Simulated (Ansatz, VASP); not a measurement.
SrO: VASP beside Ansatz

```
Sr O
1.0
     0.00000    2.57989    2.57989
     2.57989    0.00000    2.57989
     2.57989    2.57989    0.00000
Sr O
1 1
Direct
  0.00000 0.00000 0.00000
  0.50000 0.50000 0.50000
```

Alike in both runs: task single point; functional PBE; k mesh 8 × 8 × 8; non-collinear spin, spin-orbit coupling.

|  | VASP | Ansatz |
| --- | --- | --- |
| version | VASP 6.6.1 | Ansatz 0.2.0 |
| potentials or method | VASP PAW PBE potentials, release 64 (Sr_sv, O) | plane waves, PAW |
| plane-wave cutoff (eV) | 520 | 420 |
| occupations | gaussian, width 0.01 eV | fixed |
| valence electrons in the cell | 16 | 16 |

|  | VASP | Ansatz | Ansatz less VASP |
| --- | --- | --- | --- |
| pressure (GPa) | 2.4 | 1.8 | -0.55 |
